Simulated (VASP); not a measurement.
# CaDyAs3 (P4mm) in VASP: a series of runs

CaDyAs3 is run at these levels: PBE; tasks: single point, relaxation of cell and atoms.

All numbers are computed with VASP 6.6.1; they aren't measurements. Logs are shortened: lines on timing, memory, paths and dates and some standing lists are left out, and cuts for length are marked.

## (1) The cell of the first run

It takes space group P4mm (No. 99, tetragonal). The conventional cell has a = 4.741 Å, b = 4.741 Å, c = 5.219 Å, α = 90.00°, β = 90.00°, γ = 90.00°. Ca (site symmetry 4mm) has 6 As at 2.48 to 2.73 Å within 3.3 Å. Within 4.4 Å of Dy (site symmetry 4mm) lie 12 As at 3.38 to 3.67 Å and 4 Ca at 3.92 Å. Within 3.4 Å of As (site symmetry 4mm) lie 2 Ca at 2.48 to 2.73 Å and 4 As at 3.07 Å and 4 Dy at 3.38 Å. As (site symmetry 2mm) has 2 Ca at 2.49 Å and 6 As at 3.07 to 3.35 Å and 2 Dy at 3.38 Å within 3.4 Å.

The cell was generated, and may not be a known phase.

## (2) Single point, PBE

File INCAR:

```
PREC = Accurate ; ENCUT = 500
EDIFF = 1E-6 ; ISMEAR = 0
SIGMA = 0.1 ; LREAL = False
LASPH = True ; NELM = 200
ALGO = Normal ; ISIF = 2
LWAVE = False ; LCHARG = False
GGA = PE ; NBANDS = 25
GGA_COMPAT = False ; LMAXMIX = 6
```

File KPOINTS:

```
regular mesh
0
Gamma
  4 4 4
```

File POSCAR:

```
CaDyAs3
1.0
    4.7411902700      0.0000000000      0.0000000000
    0.0000000000      4.7411902700      0.0000000000
    0.0000000000      0.0000000000      5.2188982400
Ca Dy As
1 1 3
Direct
    0.5000000000      0.5000000000      0.3633464000
    0.0000000000      0.0000000000      0.7515355500
    0.5000000000      0.5000000000      0.8392945800
    0.5000000000      0.0000000000      0.2143200600
    0.0000000000      0.5000000000      0.2143200600
```

Potentials or basis: VASP PAW PBE potentials, release 64 (Ca_sv, Dy_3, As), 4f in core.

The run is started by

```bash
$ cat potpaw_PBE.64/Ca_sv/POTCAR potpaw_PBE.64/Dy_3/POTCAR potpaw_PBE.64/As/POTCAR > POTCAR
$ mpirun -np 1 vasp_std > vasp.out
```

OUTCAR:

```text
PREC = Accurate
   ENCUT = 500
   EDIFF = 1E-6
   ISMEAR = 0
   LREAL = False
   LASPH = True
   NELM = 200
   ISIF = 2
   GGA = PE

 ion  position               nearest neighbor table
   1  0.500  0.500  0.363-   3 2.48   4 2.49   5 2.49   4 2.49   5 2.49   3 2.73
   2  0.000  0.000  0.752-
   3  0.500  0.500  0.839-   1 2.48   1 2.73
   4  0.500  0.000  0.214-   1 2.49   1 2.49
   5  0.000  0.500  0.214-   1 2.49   1 2.49

  LATTYP: Found a simple tetragonal cell.
 ALAT       =     4.7411902700
 C/A-ratio  =     1.1007569709

  Lattice vectors:

 A1 = (   4.7411902700,   0.0000000000,   0.0000000000)
 A2 = (   0.0000000000,   4.7411902700,   0.0000000000)
 A3 = (   0.0000000000,   0.0000000000,   5.2188982400)

Analysis of symmetry for initial positions (statically):
=====================================================================
 Subroutine PRICEL returns:
 Original cell was already a primitive cell.

 Routine SETGRP: Setting up the symmetry group for a
 simple tetragonal supercell.

 Subroutine GETGRP returns: Found  8 space group operations
 (whereof  8 operations were pure point group operations)
 out of a pool of 16 trial point group operations.

The static configuration has the point symmetry C_4v.

Analysis of symmetry for dynamics (positions and initial velocities):
=====================================================================
 Subroutine PRICEL returns:
 Original cell was already a primitive cell.

 Routine SETGRP: Setting up the symmetry group for a
 simple tetragonal supercell.

 Subroutine GETGRP returns: Found  8 space group operations
 (whereof  8 operations were pure point group operations)
 out of a pool of 16 trial point group operations.

The dynamic configuration has the point symmetry C_4v.

 Subroutine INISYM returns: Found  8 space group operations
 (whereof  8 operations are pure point group operations),
 and found     1 'primitive' translations

----------------------------------------------------------------------------------------

                                     Primitive cell

  volume of cell :     117.3150

  direct lattice vectors                    reciprocal lattice vectors
     4.741190270  0.000000000  0.000000000     0.210917500  0.000000000  0.000000000
     0.000000000  4.741190270  0.000000000     0.000000000  0.210917500  0.000000000
     0.000000000  0.000000000  5.218898240     0.000000000  0.000000000  0.191611324

  length of vectors
     4.741190270  4.741190270  5.218898240     0.210917500  0.210917500  0.191611324

  position of ions in fractional coordinates (direct lattice)
     0.500000000  0.500000000  0.363346400
     0.000000000  0.000000000  0.751535550
     0.500000000  0.500000000  0.839294580
     0.500000000  0.000000000  0.214320060
     0.000000000  0.500000000  0.214320060

  ion indices of the primitive-cell ions
   primitive index   ion index
                 1           1
                 2           2
                 3           3
                 4           4
                 5           5

----------------------------------------------------------------------------------------

 KPOINTS: regular mesh

Automatic generation of k-mesh.
 Grid dimensions read from file:
 generate k-points for:    4    4    4

 Generating k-lattice:

  Cartesian coordinates                     Fractional coordinates (reciprocal lattice)
     0.052729375  0.000000000  0.000000000     0.250000000  0.000000000  0.000000000
     0.000000000  0.052729375  0.000000000     0.000000000  0.250000000  0.000000000
     0.000000000  0.000000000  0.047902831     0.000000000  0.000000000  0.250000000

  Length of vectors
     0.052729375  0.052729375  0.047902831

  Shift w.r.t. Gamma in fractional coordinates (k-lattice)
     0.000000000  0.000000000  0.000000000

 Subroutine IBZKPT returns following result:
 ===========================================

 Found     18 irreducible k-points:

 Following reciprocal coordinates:
            Coordinates               Weight
  0.000000  0.000000  0.000000      1.000000
  0.250000  0.000000  0.000000      4.000000
  0.500000  0.000000  0.000000      2.000000
  0.250000  0.250000  0.000000      4.000000
  0.500000  0.250000  0.000000      4.000000
  0.500000  0.500000  0.000000      1.000000
[... 10 lines left out ...]
  0.500000  0.250000  0.500000      4.000000
  0.500000  0.500000  0.500000      1.000000
   k-points           NKPTS =     18   k-points in BZ     NKDIM =     18   number of bands    NBANDS=     25
   number of dos      NEDOS =    301   number of ions     NIONS =      5
   total plane-waves  NPLWV =  51840
   dimension x,y,z NGX =    36 NGY =   36 NGZ =   40
   dimension x,y,z NGXF=    72 NGYF=   72 NGZF=   80
   ions per type =               1   1   3
   NGX,Y,Z   is equivalent  to a cutoff of  12.62, 12.62, 12.74 a.u.
   NGXF,Y,Z  is equivalent  to a cutoff of  25.25, 25.25, 25.48 a.u.
 SYSTEM =  unknown system
   PREC   = accura    normal or accurate (medium, high low for compatibility)
   ISTART =      0    job   : 0-new  1-cont  2-samecut
   ICHARG =      2    charge: 1-file 2-atom 10-const
   ISPIN  =      1    spin polarized calculation?
   LNONCOLLINEAR =      F non collinear calculations
   LSORBIT =      F    spin-orbit coupling
   LASPH  =      T    aspherical Exc in radial PAW
   ENCUT  =  500.0 eV  36.75 Ry    6.06 a.u.   8.64  8.64  9.52*2*pi/ulx,y,z
   NELM   =    200;   NELMIN=  2; NELMDL= -5     # of ELM steps
   EDIFF  = 0.1E-05   stopping-criterion for ELM
   LREAL  =      F    real-space projection
[... 7 lines left out ...]
   TEBEG  =    0.0;   TEEND  =   0.0 temperature during run
   PSTRESS=    0.0 pullay stress
   NELECT =      34.0000    total number of electrons
   NUPDOWN=      -1.0000    fix difference up-down
   EMIN   =  10.00;   EMAX   =-10.00  energy-range for DOS
   EFERMI =   0.00;   METHOD = LEGACY
   ISMEAR =     0;   SIGMA  =   0.10  broadening in eV -4-tet -1-fermi 0-gaus
   EFERMI_NEDOS =   21; number of points for ismear=-14 and -15
   IALGO  =     38    algorithm
   IMIX   =      4    mixing-type and parameters
     AMIX     =   0.40;   BMIX     =  1.00
     AMIX_MAG =   1.60;   BMIX_MAG =  1.00
  volume/ion in A,a.u.               =      23.46       158.34
  Fermi-wavevector in a.u.,A,eV,Ry     =   1.083386  2.047303 15.969505  1.173726
  Thomas-Fermi vector in A             =   2.219451
   LORBIT       =      0    0 simple, 1 ext, 2 COOP (PROOUT), +10 PAW based schemes
   GGA     = PE    functional components
   LHFCALC =     F    Hartree Fock is set to
   AEXX    =    0.0000 exact exchange contribution
   IVDW    =     0    specifies the selected vdW correction
   LEPSILON=     F    determine dielectric tensor
   LRPA    =     F    only Hartree local field effects (RPA)
 non-spin polarized calculation
 Gauss-broadening in eV      SIGMA  =   0.10
  energy-cutoff  :      500.00
  volume of cell :      117.32
 maximum number of plane-waves:      3003
 NGX is ok and might be reduce to    36
   NGX = 17   NGY = 17   NGZ = 19

 number of electron      33.9999995 magnetization

 Free energy of the ion-electron system (eV)
  ---------------------------------------------------
  ext. energy  EPLUGINS =         0.00000000
  ---------------------------------------------------
  free energy    TOTEN  =       -19.59134723 eV

  energy without entropy =      -19.58021516  energy(sigma->0) =      -19.58578120

 E-fermi :   4.5119     XC(G=0):  -9.9704

 val. band max:        4.5071957251   @ k =   0.5000   0.0000   0.2500
 cond. band min:       4.5491361873   @ k =   0.5000   0.5000   0.5000
 fundamental gap:      0.0419404622
 Fermi energy:         4.5118918480

 k-point     1 :       0.0000    0.0000    0.0000
  band No.  band energies     occupation
      1     -34.5276      2.00000
      2     -20.2359      2.00000
      3     -20.1768      2.00000
      4     -20.1768      2.00000
      5     -15.9296      2.00000
      6     -15.8977      2.00000
[... 17 lines left out ...]
     24       5.8312      0.00000
     25       6.5271      0.00000

 k-point     2 :       0.2500    0.0000    0.0000
  band No.  band energies     occupation
      1     -34.5272      2.00000
      2     -20.2350      2.00000
      3     -20.1853      2.00000
      4     -20.1757      2.00000
      5     -15.9440      2.00000
      6     -15.9234      2.00000
[... 17 lines left out ...]
     24       7.2076      0.00000
     25       7.5154      0.00000

 k-point     3 :       0.5000    0.0000    0.0000
  band No.  band energies     occupation
      1     -34.5267      2.00000
      2     -20.2341      2.00000
      3     -20.1938      2.00000
      4     -20.1747      2.00000
      5     -15.9829      2.00000
      6     -15.9238      2.00000
[... 17 lines left out ...]
     24       8.3772      0.00000
     25       8.4679      0.00000

 k-point     4 :       0.2500    0.2500    0.0000
  band No.  band energies     occupation
      1     -34.5267      2.00000
      2     -20.2341      2.00000
      3     -20.1843      2.00000
      4     -20.1841      2.00000
      5     -15.9447      2.00000
      6     -15.9369      2.00000
[... 17 lines left out ...]
     24       7.3330      0.00000
     25       8.5320      0.00000

 k-point     5 :       0.5000    0.2500    0.0000
  band No.  band energies     occupation
      1     -34.5263      2.00000
      2     -20.2331      2.00000
      3     -20.1926      2.00000
      4     -20.1831      2.00000
      5     -15.9793      2.00000
      6     -15.9386      2.00000
[... 17 lines left out ...]
     24       8.2308      0.00000
     25       8.5288      0.00000

 k-point     6 :       0.5000    0.5000    0.0000
  band No.  band energies     occupation
      1     -34.5259      2.00000
      2     -20.2322      2.00000
      3     -20.1915      2.00000
      4     -20.1915      2.00000
      5     -15.9757      2.00000
      6     -15.9757      2.00000
[... 17 lines left out ...]
     24       8.2685      0.00000
     25       8.3036      0.00000
[... 225 lines left out ...]
 k-point    15 :       0.5000    0.0000    0.5000
  band No.  band energies     occupation
      1     -34.5269      2.00000
      2     -20.2400      2.00000
      3     -20.1933      2.00000
      4     -20.1741      2.00000
      5     -15.9783      2.00000
      6     -15.9626      2.00000
[... 17 lines left out ...]
     24       8.6536      0.00000
     25       8.8920      0.00000

 k-point    16 :       0.2500    0.2500    0.5000
  band No.  band energies     occupation
      1     -34.5269      2.00000
      2     -20.2398      2.00000
      3     -20.1837      2.00000
      4     -20.1831      2.00000
      5     -15.9677      2.00000
      6     -15.9352      2.00000
[... 17 lines left out ...]
     24       7.2971      0.00000
     25       8.7761      0.00000

 k-point    17 :       0.5000    0.2500    0.5000
  band No.  band energies     occupation
      1     -34.5265      2.00000
      2     -20.2387      2.00000
      3     -20.1918      2.00000
      4     -20.1822      2.00000
      5     -15.9763      2.00000
      6     -15.9624      2.00000
[... 17 lines left out ...]
     24       7.6984      0.00000
     25       7.9524      0.00000

 k-point    18 :       0.5000    0.5000    0.5000
  band No.  band energies     occupation
      1     -34.5261      2.00000
      2     -20.2373      2.00000
      3     -20.1902      2.00000
      4     -20.1902      2.00000
      5     -15.9743      2.00000
      6     -15.9743      2.00000
[... 17 lines left out ...]
     24       6.6301      0.00000
     25       7.2410      0.00000

------------------------ aborting loop because EDIFF is reached ----------------------------------------

  FORCE on cell =-STRESS in cart. coord.  units (eV):
  Direction    XX          YY          ZZ          XY          YZ          ZX
  --------------------------------------------------------------------------------------
  -------------------------------------------------------------------------------------
  Total        5.8502274      5.8502274      6.7678254      0.0000000      0.0000000      0.0000000
  in kB       79.8968632     79.8968632     92.4285477      0.0000000      0.0000000      0.0000000
  external PRESSURE =      84.0740914 kB  Pullay stress =       0.0000000 kB

 VOLUME and BASIS-vectors are now :
 -----------------------------------------------------------------------------
  energy-cutoff  :      500.00
  volume of cell :      117.32
      direct lattice vectors                 reciprocal lattice vectors
     4.741190270  0.000000000  0.000000000     0.210917500  0.000000000  0.000000000
     0.000000000  4.741190270  0.000000000     0.000000000  0.210917500  0.000000000
     0.000000000  0.000000000  5.218898240     0.000000000  0.000000000  0.191611324

 POSITION                                       TOTAL-FORCE (eV/Angst)
 -----------------------------------------------------------------------------------
      2.37060      2.37060      1.89627         0.000000     -0.000000      0.567284
      0.00000      0.00000      3.92219        -0.000000      0.000000      0.409288
      2.37060      2.37060      4.38019         0.000000     -0.000000      0.930636
      2.37060      0.00000      1.11851         0.000000      0.000000     -0.953604
      0.00000      2.37060      1.11851         0.000000      0.000000     -0.953604
 -----------------------------------------------------------------------------------
    total drift:                                0.000000      0.000000      0.001033

  FREE ENERGIE OF THE ION-ELECTRON SYSTEM (eV)
  ---------------------------------------------------
  free  energy   TOTEN  =       -19.5913472349 eV

  energy  without entropy=      -19.5802151607  energy(sigma->0) =      -19.58578120
```

Run time: 31 s. Hardware: 1 thread of AMD EPYC 9R45 (Zen 5), shared host; peak memory 0.21 GiB.

Results:

| Property | Result |
| --- | --- |
| Free energy | -19.5913 eV |
| Pressure | 8.4 GPa |
| Largest force | 0.954 eV/Å |
| Band gap on the k mesh | zero (bands 17 and 18 overlap by 0.64 eV) |

Forces in eV/Å, atoms in the order of the input:
```
Ca   0.000  0.000  0.567
Dy   0.000  0.000  0.409
As   0.000  0.000  0.931
As   0.000  0.000 -0.954
As   0.000  0.000 -0.954
```

Stress tensor (GPa, compression positive):
```
7.99 0.00 0.00
0.00 7.99 0.00
0.00 0.00 9.24
```

Levels at points of the mesh, in eV from the Fermi level:
| k point | band 14 | band 15 | band 16 | band 17 | band 18 | band 19 | band 20 | band 21 |
| --- | --- | --- | --- | --- | --- | --- | --- | --- |
| (0.00, 0.00, 0.00) | -0.98 | -0.38 | -0.38 | -0.10 | 0.74 | 0.88 | 0.88 | 1.05 |
| (0.50, 0.00, 0.00) | -2.28 | -1.95 | -1.80 | -1.56 | -0.24 | 0.54 | 1.28 | 2.03 |
| (0.50, 0.50, 0.00) | -2.86 | -1.31 | -1.31 | -0.60 | -0.50 | 1.42 | 1.72 | 2.61 |
| (0.00, 0.00, 0.50) | -2.30 | -2.12 | -1.18 | -1.18 | 1.18 | 1.18 | 1.42 | 1.91 |
| (0.50, 0.00, 0.50) | -2.37 | -1.90 | -1.59 | -0.34 | -0.22 | 0.60 | 1.64 | 1.95 |
| (0.50, 0.50, 0.50) | -3.79 | -0.45 | -0.41 | 0.04 | 1.52 | 1.52 | 1.74 | 1.74 |

Caveat: the cell stands under pressure; spin-orbit coupling is left out, which moves the levels of the heavy elements; the 4f electrons are frozen in the core, so they carry no moment and show no levels. Spin polarisation is off, so any magnetic state and its effect on volume and gap are missing.

## (3) Single point, PBE

This run uses another cell than the first one, of 31.79 Å³/atom.

File INCAR:

```
  ALGO = Normal
  EDIFF = 1E-6
  ENCUT = 500
  GGA = PE
  GGA_COMPAT = F
  ISIF = 2
  ISMEAR = 0
  LASPH = T
  LCHARG = T
  LELF = T
  LMAXMIX = 6
  LREAL = F
  LVHAR = T
  LWAVE = F
  NBANDS = 25
  NELM = 200
  PREC = Accurate
  SIGMA = 0.1
```

File KPOINTS:

```
k-points
0
Gamma
  4 4 4
```

File POSCAR:

```
CaDyAs3
1.0
    5.2986191574      0.0000000000      0.0000000000
    0.0000000000      5.2986191574      0.0000000000
    0.0000000000      0.0000000000      5.6607839085
Ca Dy As
1 1 3
Direct
    0.5000000000      0.5000000000      0.3887670180
    0.0000000000      0.0000000000      0.9236688756
    0.5000000000      0.5000000000      0.9077434938
    0.5000000000      0.0000000000      0.0813186313
    0.0000000000      0.5000000000      0.0813186313
```

Potentials or basis: VASP PAW PBE potentials, release 64 (Ca_sv, Dy_3, As), 4f in core.

The run is started by

```bash
$ cat potpaw_PBE.64/Ca_sv/POTCAR potpaw_PBE.64/Dy_3/POTCAR potpaw_PBE.64/As/POTCAR > POTCAR
$ mpirun -np 1 vasp_std > vasp.out
```

Run time: 43 s. Hardware: 1 thread of AMD EPYC 9R45 (Zen 5), shared host; peak memory 0.25 GiB.

The run converged. Its results:

```
Free energy            : -22.5887 eV
Pressure               : 0.5 GPa
Largest force          : 0.045 eV/Å
Band gap on the k mesh : zero (bands 17 and 18 overlap by 0.25 eV)
```

Forces on the atoms (eV/Å):
```
Ca   0.000  0.000  0.045
Dy   0.000  0.000 -0.015
As   0.000  0.000 -0.043
As   0.000  0.000  0.006
As   0.000  0.000  0.006
```

Stress tensor (GPa, compression positive):
```
0.48 0.00 0.00
0.00 0.48 0.00
0.00 0.00 0.40
```

Levels at points of the mesh, in eV from the Fermi level:
| k point | band 15 | band 16 | band 17 | band 18 | band 19 | band 20 |
| --- | --- | --- | --- | --- | --- | --- |
| (0.00, 0.00, 0.00) | -1.54 | -1.27 | -1.27 | 0.60 | 0.74 | 0.99 |
| (0.50, 0.00, 0.00) | -2.10 | -1.40 | -0.10 | 0.00 | 0.81 | 1.15 |
| (0.50, 0.50, 0.00) | -1.81 | -0.31 | -0.20 | 0.37 | 0.42 | 0.42 |
| (0.00, 0.00, 0.50) | -1.92 | -1.40 | -1.40 | 0.74 | 1.03 | 1.34 |
| (0.50, 0.00, 0.50) | -2.13 | -1.66 | 0.11 | 0.56 | 1.18 | 1.67 |
| (0.50, 0.50, 0.50) | -1.79 | -0.25 | -0.24 | 0.43 | 0.46 | 0.46 |

Caveat: spin-orbit coupling is left out, which moves the levels of the heavy elements; the 4f electrons are frozen in the core, so they carry no moment and show no levels. Spin polarisation is off, so any magnetic state and its effect on volume and gap are missing.

(Part 1 of 2 ends here.)

The gap in the log of VASP goes by the Fermi energy; the results here count the filled bands.